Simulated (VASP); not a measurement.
# Ta (Im-3m) in VASP: a series of runs

Ta is run at these levels: PBEsol; tasks: single point.

All numbers are computed with VASP 6.6.1; they aren't measurements. Logs are shortened: lines on timing, memory, paths and dates and some standing lists are left out, and cuts for length are marked.

## 1. The cell of the first run

It takes space group Im-3m (No. 229, cubic). The conventional cell has a = 3.303 Å, b = 3.303 Å, c = 3.303 Å, α = 90.00°, β = 90.00°, γ = 90.00°. Ta (site symmetry m-3m) has 14 Ta at 2.86 to 3.30 Å within 3.8 Å.

## 2. Single point, PBEsol

INCAR

```
PREC     = Accurate       # precision mode
ENCUT    = 520            # plane-wave cutoff, eV
EDIFF    = 1E-6           # SCF threshold, eV
ISMEAR   = 0              # smearing method
SIGMA    = 0.05           # smearing width, eV
LREAL    = False          # projectors in reciprocal space
LASPH    = True           # aspherical terms in the spheres
NELM     = 80             # most SCF steps
ALGO     = Normal         # electronic algorithm
ISIF     = 2              # what is computed and relaxed
LWAVE    = False          # write WAVECAR
LCHARG   = False          # write CHGCAR
GGA      = PS             # functional
NBANDS   = 12             # bands
```

KPOINTS

```
regular mesh
0
Gamma
  14 14 14
```

POSCAR

```
Ta
1.0
   -1.6512800000      1.6512800000      1.6512800000
    1.6512800000     -1.6512800000      1.6512800000
    1.6512800000      1.6512800000     -1.6512800000
Ta
1
Direct
    0.0000000000      0.0000000000      0.0000000000
```

Potentials or basis: VASP PAW PBE potentials, release 64 (Ta_pv).

Run with:

```console
$ cat potpaw_PBE.64/Ta_pv/POTCAR > POTCAR
$ mpirun -np 1 vasp_std > vasp.out
```

OUTCAR:

```text
PREC = Accurate
   ENCUT = 520
   EDIFF = 1E-6
   ISMEAR = 0
   LREAL = False
   LASPH = True
   NELM = 80
   ISIF = 2
   GGA = PS

 ion  position               nearest neighbor table
   1  0.000  0.000  0.000-

  LATTYP: Found a body centered cubic cell.
 ALAT       =     3.3025600000

  Lattice vectors:

 A1 = (  -1.6512800000,   1.6512800000,   1.6512800000)
 A2 = (   1.6512800000,  -1.6512800000,   1.6512800000)
 A3 = (   1.6512800000,   1.6512800000,  -1.6512800000)

Analysis of symmetry for initial positions (statically):
=====================================================================
 Subroutine PRICEL returns:
 Original cell was already a primitive cell.

 Routine SETGRP: Setting up the symmetry group for a
 body centered cubic supercell.

 Subroutine GETGRP returns: Found 48 space group operations
 (whereof 48 operations were pure point group operations)
 out of a pool of 48 trial point group operations.

The static configuration has the point symmetry O_h .

Analysis of symmetry for dynamics (positions and initial velocities):
=====================================================================
 Subroutine PRICEL returns:
 Original cell was already a primitive cell.

 Routine SETGRP: Setting up the symmetry group for a
 body centered cubic supercell.

 Subroutine GETGRP returns: Found 48 space group operations
 (whereof 48 operations were pure point group operations)
 out of a pool of 48 trial point group operations.

The dynamic configuration has the point symmetry O_h .

 Subroutine INISYM returns: Found 48 space group operations
 (whereof 48 operations are pure point group operations),
 and found     1 'primitive' translations

----------------------------------------------------------------------------------------

                                     Primitive cell

  volume of cell :      18.0104

  direct lattice vectors                    reciprocal lattice vectors
    -1.651280000  1.651280000  1.651280000     0.000000000  0.302795407  0.302795407
     1.651280000 -1.651280000  1.651280000     0.302795407  0.000000000  0.302795407
     1.651280000  1.651280000 -1.651280000     0.302795407  0.302795407  0.000000000

  length of vectors
     2.860100858  2.860100858  2.860100858     0.428217371  0.428217371  0.428217371

  position of ions in fractional coordinates (direct lattice)
[... 83 lines left out ...]
   ISIF   =      2    stress and relaxation
   ISYM   =      2    0-nonsym 1-usesym 2-fastsym
   POTIM  = 0.5000    time-step for ionic-motion
   TEBEG  =    0.0;   TEEND  =   0.0 temperature during run
   PSTRESS=    0.0 pullay stress
   NELECT =      11.0000    total number of electrons
   NUPDOWN=      -1.0000    fix difference up-down
   EMIN   =  10.00;   EMAX   =-10.00  energy-range for DOS
   EFERMI =   0.00;   METHOD = LEGACY
   ISMEAR =     0;   SIGMA  =   0.05  broadening in eV -4-tet -1-fermi 0-gaus
   EFERMI_NEDOS =   21; number of points for ismear=-14 and -15
   IALGO  =     38    algorithm
   IMIX   =      4    mixing-type and parameters
     AMIX     =   0.40;   BMIX     =  1.00
     AMIX_MAG =   1.60;   BMIX_MAG =  1.00
  volume/ion in A,a.u.               =      18.01       121.54
  Fermi-wavevector in a.u.,A,eV,Ry     =   1.388988  2.624806 26.249534  1.929286
  Thomas-Fermi vector in A             =   2.513061
   LORBIT       =      0    0 simple, 1 ext, 2 COOP (PROOUT), +10 PAW based schemes
   GGA     = PS    functional components
   LHFCALC =     F    Hartree Fock is set to
   AEXX    =    0.0000 exact exchange contribution
   IVDW    =     0    specifies the selected vdW correction
   LEPSILON=     F    determine dielectric tensor
   LRPA    =     F    only Hartree local field effects (RPA)
 non-spin polarized calculation
 Gauss-broadening in eV      SIGMA  =   0.05
  energy-cutoff  :      520.00
  volume of cell :       18.01
 maximum number of plane-waves:       496
 NGX is ok and might be reduce to    24
   NGX = 11   NGY = 11   NGZ = 11

 number of electron      11.0000002 magnetization

 Free energy of the ion-electron system (eV)
  ---------------------------------------------------
  ext. energy  EPLUGINS =         0.00000000
  ---------------------------------------------------
  free energy    TOTEN  =       -12.55469655 eV

  energy without entropy =      -12.55356321  energy(sigma->0) =      -12.55412988

 E-fermi :   5.2896     XC(G=0): -12.7295

 val. band max:        5.2727040458   @ k =  -0.3571   0.4286   0.1429
 cond. band min:       5.3226462505   @ k =   0.0714   0.0714   0.0714
 fundamental gap:      0.0499422047
 Fermi energy:         5.2896472415

 k-point     1 :       0.0000    0.0000    0.0000
  band No.  band energies     occupation
      1     -27.7095      2.00000
      2     -27.7095      2.00000
      3     -27.7095      2.00000
      4      -2.6078      2.00000
      5       6.0382      0.00000
      6       6.0382      0.00000
      7       6.0382      0.00000
      8       9.3093      0.00000
      9       9.3093      0.00000
     10      19.9767      0.00000
     11      20.3634      0.00000
     12      20.3634      0.00000
[... 331 lines left out ...]
 k-point    24 :       0.3571    0.2857    0.0000
  band No.  band energies     occupation
      1     -28.6159      2.00000
      2     -28.4356      2.00000
      3     -27.8575      2.00000
      4       2.7526      2.00000
      5       4.0646      2.00000
      6       4.6216      2.00000
      7       9.5326      0.00000
      8      10.1079      0.00000
      9      14.2265      0.00000
     10      16.4286      0.00000
     11      18.2221      0.00000
     12      19.9859      0.00000

 [... further k-points ...]

------------------------ aborting loop because EDIFF is reached ----------------------------------------

  FORCE on cell =-STRESS in cart. coord.  units (eV):
  Direction    XX          YY          ZZ          XY          YZ          ZX
  --------------------------------------------------------------------------------------
  -------------------------------------------------------------------------------------
  Total       -0.4087400     -0.4087400     -0.4087400      0.0000000      0.0000000     -0.0000000
  in kB      -36.3609795    -36.3609795    -36.3609795      0.0000000      0.0000000     -0.0000000
  external PRESSURE =     -36.3609795 kB  Pullay stress =       0.0000000 kB

 VOLUME and BASIS-vectors are now :
 -----------------------------------------------------------------------------
  energy-cutoff  :      520.00
  volume of cell :       18.01
      direct lattice vectors                 reciprocal lattice vectors
    -1.651280000  1.651280000  1.651280000     0.000000000  0.302795407  0.302795407
     1.651280000 -1.651280000  1.651280000     0.302795407  0.000000000  0.302795407
     1.651280000  1.651280000 -1.651280000     0.302795407  0.302795407  0.000000000

 POSITION                                       TOTAL-FORCE (eV/Angst)
 -----------------------------------------------------------------------------------
      0.00000      0.00000      0.00000         0.000000      0.000000     -0.000000
 -----------------------------------------------------------------------------------
    total drift:                               -0.000000      0.000000      0.000000

  FREE ENERGIE OF THE ION-ELECTRON SYSTEM (eV)
  ---------------------------------------------------
  free  energy   TOTEN  =       -12.5546965464 eV

  energy  without entropy=      -12.5535632061  energy(sigma->0) =      -12.55412988
```

OSZICAR:

```text
N       E                     dE             d eps       ncg     rms          rms(c)
DAV:   1     0.596977011690E+02    0.59698E+02   -0.60992E+03  2512   0.878E+02
DAV:   2    -0.120864640487E+02   -0.71784E+02   -0.69882E+02  2748   0.242E+02
DAV:   3    -0.130610518276E+02   -0.97459E+00   -0.96466E+00  2968   0.268E+01
DAV:   4    -0.130635322421E+02   -0.24804E-02   -0.24802E-02  2780   0.149E+00
DAV:   5    -0.130635403230E+02   -0.80809E-05   -0.80801E-05  2920   0.812E-02    0.138E+01
DAV:   6    -0.126733193103E+02    0.39022E+00   -0.30895E-01  2972   0.589E+00    0.668E+00
DAV:   7    -0.125563546708E+02    0.11696E+00   -0.26804E-01  2868   0.502E+00    0.364E-01
DAV:   8    -0.125547009651E+02    0.16537E-02   -0.60892E-03  2772   0.553E-01    0.663E-02
DAV:   9    -0.125546999326E+02    0.10326E-05   -0.54706E-05  2928   0.804E-02    0.251E-02
DAV:  10    -0.125546963488E+02    0.35838E-05   -0.34634E-06  2680   0.224E-02    0.244E-03
DAV:  11    -0.125546965464E+02   -0.19757E-06   -0.17411E-07  1536   0.479E-03
   1 F= -.12554697E+02 E0= -.12554130E+02  d E =-.113334E-02
```

stdout:

```text
POSCAR found type information on POSCAR Ta
 POSCAR found :  1 types and       1 ions
 scaLAPACK will be used
 -----------------------------------------------------------------------------
|                                                                             |
|                                                                             |
|     You enforced a specific xc type in the INCAR file but a different       |
|     I HOPE YOU KNOW WHAT YOU ARE DOING!                                     |
|                                                                             |
 -----------------------------------------------------------------------------

 LDA part: xc-table for (Slater+PW92), standard interpolation
 POSCAR, INCAR and KPOINTS ok, starting setup
 FFT: planning ... GRIDC
 FFT: planning ... GRID_SOFT
 FFT: planning ... GRID
 WAVECAR not read
 entering main loop
```

Run time: 8.2 s. Hardware: 1 thread of Intel Xeon Platinum 8375C at 2.90GHz (Ice Lake), shared host; peak memory 0.15 GiB.

Results:

- Free energy: -12.5547 eV
- Pressure: -3.6 GPa

Caveat: the PAW data sets were made with another functional, which shifts forces and pressure a little; spin-orbit coupling is left out, which moves the levels of the heavy elements.

## 3. Single point, PBEsol

INCAR

```
SYSTEM = Ta
ALGO     = Normal         ! electronic algorithm
EDIFF    = 1E-6           ! SCF threshold, eV
ENCUT    = 520            ! plane-wave cutoff, eV
GGA      = PS             ! functional
ISIF     = 2              ! what is computed and relaxed
ISMEAR   = 0              ! smearing method
LASPH    = .TRUE.         ! aspherical terms in the spheres
LCHARG   = .FALSE.        ! write CHGCAR
LREAL    = .FALSE.        ! projectors in reciprocal space
LWAVE    = .FALSE.        ! write WAVECAR
NBANDS   = 12             ! bands
NELM     = 80             ! most SCF steps
PREC     = Accurate       ! precision mode
SIGMA    = 0.05           ! smearing width, eV
```

KPOINTS

```
k-points
0
G
  14 14 14
  0 0 0
```

POSCAR is that of step 2.

Potentials or basis: VASP PAW PBE potentials, release 64 (Ta_pv).

Run with:

```console
$ cat potpaw_PBE.64/Ta_pv/POTCAR > POTCAR
$ mpirun -np 1 vasp_std > vasp.out
```

Wall time 9.1 s (1 thread of Intel Xeon Platinum 8375C at 2.90GHz (Ice Lake), shared host); peak memory 0.15 GiB.

It converged, with:

```
Free energy : -12.5547 eV
Pressure    : -3.6 GPa
```

Levels at points of the mesh, in eV from the Fermi level:
```csv
k point,band 2,band 3,band 4,band 5,band 6,band 7,band 8,band 9
"(0.00, 0.00, 0.00)",-33.00,-33.00,-7.90,0.75,0.75,0.75,4.02,4.02
"(0.50, 0.00, 0.00)",-33.38,-33.01,-4.36,-1.53,1.64,3.90,4.93,7.83
"(0.50, 0.50, 0.50)",-33.82,-33.82,-3.78,-3.78,6.87,6.87,6.87,8.69
```

Caveat: the PAW data sets were made with another functional, which shifts forces and pressure a little; spin-orbit coupling is left out, which moves the levels of the heavy elements.

[end of part 1 of 2]
